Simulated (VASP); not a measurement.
HfO2: single point with PBE

The system is HfO2.

```
Hf O
1.0
     5.11800    0.00000    0.00000
     0.00000    5.18570    0.00000
    -0.85866    0.00000    5.21387
Hf O
4 8
Direct
  0.27550 0.46030 0.70800
  0.72450 0.96030 0.79200
  0.72450 0.53970 0.29200
  0.27550 0.03970 0.20800
  0.07420 0.16840 0.84670
  0.92580 0.66840 0.65330
  0.92580 0.83160 0.15330
  0.07420 0.33160 0.34670
  0.44870 0.74190 0.98010
  0.55130 0.24190 0.51990
  0.55130 0.25810 0.01990
  0.44870 0.75810 0.48010
```

```yaml
Program: VASP 6.6.1
Task: single point
Functional: PBE
Potentials_or_basis: VASP PAW PBE potentials, release 64 (Hf_pv, O)
Cutoff: 520 eV
k_mesh: 5 × 5 × 5
Occupations: gaussian, width 0.015 eV
Spin: no spin polarisation
```

```yaml
Pressure: 2.7 GPa
Largest_force: 0.458 eV/Å
Band_gap_on_the_k_mesh: 4.16 eV (least direct gap 4.23 eV)
```

Forces in eV/Å, atoms in the order of the input:
```
Hf   0.159 -0.018  0.030
Hf  -0.159 -0.018 -0.030
Hf  -0.159  0.018 -0.030
Hf   0.159  0.018  0.030
O   -0.404 -0.180 -0.118
O    0.404 -0.180  0.118
O    0.404  0.180  0.118
O   -0.404  0.180 -0.118
O   -0.114  0.032 -0.079
O    0.114  0.032  0.079
O    0.114 -0.032  0.079
O   -0.114 -0.032 -0.079
```

Stress tensor (GPa, compression positive):
```
2.70 0.00 0.27
0.00 1.97 0.00
0.27 0.00 3.29
```

Levels at points of the mesh, in eV from the valence-band top:
| k point | band 40 | band 41 | band 42 | band 43 | band 44 | band 45 | band 46 | band 47 | band 48 | band 49 |
| --- | --- | --- | --- | --- | --- | --- | --- | --- | --- | --- |
| (0.00, 0.00, 0.00) | -0.98 | -0.54 | -0.52 | -0.17 | 0.00 | 4.54 | 5.10 | 5.28 | 5.50 | 5.67 |

It took 5.1 min on 1 thread of Oxide Virtual Turin-like Processor, on a shared host, peak memory 0.34 GiB.

Caveat: spin-orbit coupling is left out, which moves the levels of the heavy elements. A hybrid or GW would open this gap; PBE tends to underestimate it.
